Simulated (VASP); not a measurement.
# Ba (I4/mmm) in VASP: relaxation of shape and atoms at fixed volume with PBE

Aim: the relaxation of shape and atoms at fixed volume of Ba with PBE.

All numbers are computed with VASP 6.6.1; they aren't measurements. Logs are shortened: lines on timing, memory, paths and dates and some standing lists are left out, and cuts for length are marked.

## Step 1: The cell of the first run

The typed cell holds 1 atom: a = 4.488 Å, b = 4.488 Å, c = 4.488 Å, α = 109.46°, β = 109.46°, γ = 109.49°.

## Step 2: Relaxation of shape and atoms at fixed volume, PBE (69.60 Å³/atom)

The input, INCAR:

```
SYSTEM = Ba
  PREC = Accurate
  ENCUT = 600
  EDIFF = 1E-6
  ISMEAR = 0
  SIGMA = 0.1
  LREAL = .False.
  LASPH = .True.
  NELM = 80
  ALGO = Fast
  ISIF = 4
  LWAVE = .False.
  LCHARG = .False.
  GGA = PE
  IBRION = 2
  NSW = 50
  EDIFFG = -0.01
```

The input, KPOINTS:

```
Automatic mesh
0
Gamma
  16 16 16
  0 0 0
```

The input, POSCAR:

```
Ba
1.0
   -2.5915929453      2.5915929453      2.5908301076
    2.5915929453     -2.5915929453      2.5908301076
    2.5915929453      2.5915929453     -2.5908301076
Ba
1
Direct
    0.0000000000      0.0000000000      0.0000000000
```

Potentials or basis: VASP PAW PBE potentials, release 64 (Ba_sv).

Run with:

```
cat potpaw_PBE.64/Ba_sv/POTCAR > POTCAR
mpirun -np 1 vasp_std > vasp.out
```

OUTCAR:

```text
SYSTEM = Ba
   PREC = Accurate
   ENCUT = 600
   EDIFF = 1E-6
   ISMEAR = 0
   LREAL = .False.
   LASPH = .True.
   NELM = 80
   ISIF = 4
   GGA = PE
   IBRION = 2
   NSW = 50
   EDIFFG = -0.01

 ion  position               nearest neighbor table
   1  0.000  0.000  0.000-

  LATTYP: Found a body centered tetragonal cell.
 ALAT       =     5.1831858906
 C/A-ratio  =     0.9997056491

  Lattice vectors:

 A1 = (  -2.5915929453,   2.5915929453,   2.5908301076)
 A2 = (   2.5915929453,  -2.5915929453,   2.5908301076)
 A3 = (   2.5915929453,   2.5915929453,  -2.5908301076)

Analysis of symmetry for initial positions (statically):
=====================================================================
 Subroutine PRICEL returns:
 Original cell was already a primitive cell.

 Routine SETGRP: Setting up the symmetry group for a
 body centered tetragonal supercell.

 Subroutine GETGRP returns: Found 16 space group operations
 (whereof 16 operations were pure point group operations)
 out of a pool of 16 trial point group operations.

The static configuration has the point symmetry D_4h.

Analysis of symmetry for dynamics (positions and initial velocities):
=====================================================================
 Subroutine PRICEL returns:
 Original cell was already a primitive cell.

 Routine SETGRP: Setting up the symmetry group for a
 body centered tetragonal supercell.

 Subroutine GETGRP returns: Found 16 space group operations
 (whereof 16 operations were pure point group operations)
 out of a pool of 16 trial point group operations.

The dynamic configuration has the point symmetry D_4h.

 Subroutine INISYM returns: Found 16 space group operations
 (whereof 16 operations are pure point group operations),
 and found     1 'primitive' translations

----------------------------------------------------------------------------------------

                                     Primitive cell

  volume of cell :      69.6037

  direct lattice vectors                    reciprocal lattice vectors
    -2.591592945  2.591592945  2.590830108     0.000000000  0.192931533  0.192988339
     2.591592945 -2.591592945  2.590830108     0.192931533  0.000000000  0.192988339
     2.591592945  2.591592945 -2.590830108     0.192931533  0.192931533  0.000000000

  length of vectors
     4.488330272  4.488330272  4.488330272     0.272886562  0.272886562  0.272846391

  position of ions in fractional coordinates (direct lattice)
     0.000000000  0.000000000  0.000000000

  ion indices of the primitive-cell ions
   primitive index   ion index
                 1           1

----------------------------------------------------------------------------------------

 KPOINTS: Automatic mesh

Automatic generation of k-mesh.
 Grid dimensions read from file:
 generate k-points for:   16   16   16

 Generating k-lattice:

  Cartesian coordinates                     Fractional coordinates (reciprocal lattice)
     0.000000000  0.012058221  0.012061771     0.062500000  0.000000000  0.000000000
     0.012058221  0.000000000  0.012061771     0.000000000  0.062500000  0.000000000
     0.012058221  0.012058221  0.000000000     0.000000000  0.000000000  0.062500000

  Length of vectors
     0.017055410  0.017055410  0.017052899

  Shift w.r.t. Gamma in fractional coordinates (k-lattice)
     0.000000000  0.000000000  0.000000000

 Subroutine IBZKPT returns following result:
 ===========================================

 Found    349 irreducible k-points:

 Following reciprocal coordinates:
            Coordinates               Weight
  0.000000  0.000000  0.000000      1.000000
  0.062500  0.000000  0.000000      8.000000
  0.125000  0.000000  0.000000      8.000000
  0.187500  0.000000 -0.000000      8.000000
  0.250000  0.000000  0.000000      8.000000
  0.312500  0.000000  0.000000      8.000000
[... 16 lines left out ...]
 -0.125000  0.062500  0.000000     16.000000
 -0.062500  0.062500  0.000000      4.000000
 [... further k-points ...]
   k-points           NKPTS =    349   k-points in BZ     NKDIM =    349   number of bands    NBANDS=      9
   number of dos      NEDOS =    301   number of ions     NIONS =      1
   total plane-waves  NPLWV =  46656
   dimension x,y,z NGX =    36 NGY =   36 NGZ =   36
   dimension x,y,z NGXF=    72 NGYF=   72 NGZF=   72
   ions per type =               1
   NGX,Y,Z   is equivalent  to a cutoff of  13.33, 13.33, 13.33 a.u.
   NGXF,Y,Z  is equivalent  to a cutoff of  26.67, 26.67, 26.67 a.u.
 SYSTEM =  Ba
   PREC   = accura    normal or accurate (medium, high low for compatibility)
   ISTART =      0    job   : 0-new  1-cont  2-samecut
   ICHARG =      2    charge: 1-file 2-atom 10-const
   ISPIN  =      1    spin polarized calculation?
   LNONCOLLINEAR =      F non collinear calculations
   LSORBIT =      F    spin-orbit coupling
   LASPH  =      T    aspherical Exc in radial PAW
   ENCUT  =  600.0 eV  44.10 Ry    6.64 a.u.   8.96  8.96  8.96*2*pi/ulx,y,z
   NELM   =     80;   NELMIN=  2; NELMDL= -5     # of ELM steps
   EDIFF  = 0.1E-05   stopping-criterion for ELM
   LREAL  =      F    real-space projection
   EDIFFG = -.1E-01   stopping-criterion for IOM
   NSW    =     50    number of steps for IOM
   IBRION =      2    ionic relax: 0-MD 1-quasi-New 2-CG
   NFREE  =      1    steps in history (QN), initial steepest desc. (CG)
   ISIF   =      4    stress and relaxation
   ISYM   =      2    0-nonsym 1-usesym 2-fastsym
   POTIM  = 0.5000    time-step for ionic-motion
   TEBEG  =    0.0;   TEEND  =   0.0 temperature during run
   PSTRESS=    0.0 pullay stress
   NELECT =      10.0000    total number of electrons
   NUPDOWN=      -1.0000    fix difference up-down
   EMIN   =  10.00;   EMAX   =-10.00  energy-range for DOS
   EFERMI =   0.00;   METHOD = LEGACY
   ISMEAR =     0;   SIGMA  =   0.10  broadening in eV -4-tet -1-fermi 0-gaus
   EFERMI_NEDOS =   21; number of points for ismear=-14 and -15
   IALGO  =     68    algorithm
   IMIX   =      4    mixing-type and parameters
     AMIX     =   0.40;   BMIX     =  1.00
     AMIX_MAG =   1.60;   BMIX_MAG =  1.00
  volume/ion in A,a.u.               =      69.60       469.71
  Fermi-wavevector in a.u.,A,eV,Ry     =   0.857427  1.620303 10.002754  0.735182
  Thomas-Fermi vector in A             =   1.974479
   LORBIT       =      0    0 simple, 1 ext, 2 COOP (PROOUT), +10 PAW based schemes
   GGA     = PE    functional components
   LHFCALC =     F    Hartree Fock is set to
   AEXX    =    0.0000 exact exchange contribution
   IVDW    =     0    specifies the selected vdW correction
   LEPSILON=     F    determine dielectric tensor
   LRPA    =     F    only Hartree local field effects (RPA)
 conjugate gradient relaxation of ions
 non-spin polarized calculation
 RMM-DIIS sequential band-by-band and
 Gauss-broadening in eV      SIGMA  =   0.10
  energy-cutoff  :      600.00
  volume of cell :       69.60
 maximum number of plane-waves:      2382
   NGX = 17   NGY = 17   NGZ = 17

 number of electron      10.0000000 magnetization

 Free energy of the ion-electron system (eV)
  ---------------------------------------------------
  ext. energy  EPLUGINS =         0.00000000
  ---------------------------------------------------
  free energy    TOTEN  =        -1.89757602 eV

  energy without entropy =       -1.89139382  energy(sigma->0) =       -1.89448492

 E-fermi :   1.3293     XC(G=0):  -7.0990

 val. band max:        1.3153411342   @ k =  -0.3750   0.5000   0.2500
 cond. band min:       1.3344681836   @ k =  -0.3125  -0.4375   0.1250
 fundamental gap:      0.0191270494
 Fermi energy:         1.3293044388

 k-point     1 :       0.0000    0.0000    0.0000
  band No.  band energies     occupation
      1     -27.7334      2.00000
      2     -12.7291      2.00000
      3     -12.7291      2.00000
      4     -12.7291      2.00000
      5      -1.3605      2.00000
      6       3.0451      0.00000
      7       3.0467      0.00000
      8       3.0467      0.00000
      9       4.3201      0.00000

 k-point     2 :       0.0625    0.0000    0.0000
  band No.  band energies     occupation
      1     -27.7324      2.00000
      2     -12.7425      2.00000
      3     -12.7334      2.00000
      4     -12.7292      2.00000
      5      -1.2949      2.00000
      6       2.9916      0.00000
      7       3.0203      0.00000
      8       3.1123      0.00000
      9       4.3016      0.00000

 k-point     3 :       0.1250    0.0000    0.0000
  band No.  band energies     occupation
      1     -27.7294      2.00000
      2     -12.7801      2.00000
      3     -12.7453      2.00000
      4     -12.7293      2.00000
      5      -1.1039      2.00000
      6       2.8475      0.00000
      7       2.9098      0.00000
      8       3.3088      0.00000
      9       4.0748      0.00000

 k-point     4 :       0.1875    0.0000   -0.0000
  band No.  band energies     occupation
      1     -27.7249      2.00000
      2     -12.8354      2.00000
      3     -12.7631      2.00000
      4     -12.7295      2.00000
      5      -0.8064      2.00000
      6       2.6553      0.00000
      7       2.6869      0.00000
      8       3.6309      0.00000
      9       4.0886      0.00000
[... 205 lines left out ...]
 k-point    22 :      -0.1875    0.0625    0.0000
  band No.  band energies     occupation
      1     -27.7266      2.00000
      2     -12.8142      2.00000
      3     -12.7520      2.00000
      4     -12.7339      2.00000
      5      -0.9213      2.00000
      6       2.7375      0.00000
      7       2.7650      0.00000
      8       3.5139      0.00000
      9       3.9610      0.00000

 k-point    23 :      -0.1250    0.0625    0.0000
  band No.  band energies     occupation
      1     -27.7303      2.00000
      2     -12.7684      2.00000
      3     -12.7378      2.00000
      4     -12.7324      2.00000
      5      -1.1665      2.00000
      6       2.9087      0.00000
      7       2.9309      0.00000
      8       3.2505      0.00000
      9       4.1014      0.00000

 k-point    24 :      -0.0625    0.0625    0.0000
  band No.  band energies     occupation
      1     -27.7324      2.00000
      2     -12.7425      2.00000
      3     -12.7333      2.00000
      4     -12.7292      2.00000
      5      -1.2949      2.00000
      6       2.9924      0.00000
      7       3.0188      0.00000
      8       3.1129      0.00000
      9       4.2866      0.00000

 [... further k-points ...]
[... 5 lines left out ...]
  --------------------------------------------------------------------------------------
  -------------------------------------------------------------------------------------
  Total       -0.3021170     -0.3021170     -0.3016951      0.0000000     -0.0000000      0.0000000
  in kB       -6.9542975     -6.9542975     -6.9445857      0.0000000     -0.0000000      0.0000000
  external PRESSURE =      -6.9510602 kB  Pullay stress =       0.0000000 kB

 VOLUME and BASIS-vectors are now :
 -----------------------------------------------------------------------------
  energy-cutoff  :      600.00
  volume of cell :       69.60
      direct lattice vectors                 reciprocal lattice vectors
    -2.591592945  2.591592945  2.590830108     0.000000000  0.192931533  0.192988339
     2.591592945 -2.591592945  2.590830108     0.192931533  0.000000000  0.192988339
     2.591592945  2.591592945 -2.590830108     0.192931533  0.192931533  0.000000000

 POSITION                                       TOTAL-FORCE (eV/Angst)
 -----------------------------------------------------------------------------------
      0.00000      0.00000      0.00000         0.000000     -0.000000      0.000000
 -----------------------------------------------------------------------------------
    total drift:                                0.000000      0.000000      0.000000

  FREE ENERGIE OF THE ION-ELECTRON SYSTEM (eV)
  ---------------------------------------------------
  free  energy   TOTEN  =        -1.8975760172 eV

  energy  without entropy=       -1.8913938196  energy(sigma->0) =       -1.89448492

 reached required accuracy - stopping structural energy minimisation
```

It took 5.9 min on 1 thread of AMD EPYC 7R13, shared host; peak memory 0.41 GiB.

Results:

| Item | Value |
| --- | --- |
| Free energy | -1.8976 eV |
| Pressure after relaxing | -0.7 GPa |
| Band gap on the k mesh | zero (bands 5 and 6 overlap by 0.86 eV) |

Final structure:
```yaml
crystal:
  lattice:
    - [-2.59159, 2.59159, 2.59083]
    - [2.59159, -2.59159, 2.59083]
    - [2.59159, 2.59159, -2.59083]
  atoms:
    - { symbol: Ba, position: [0.00000, 0.00000, 0.00000] }
```

Caveat: spin-orbit coupling is left out, which moves the levels of the heavy elements.
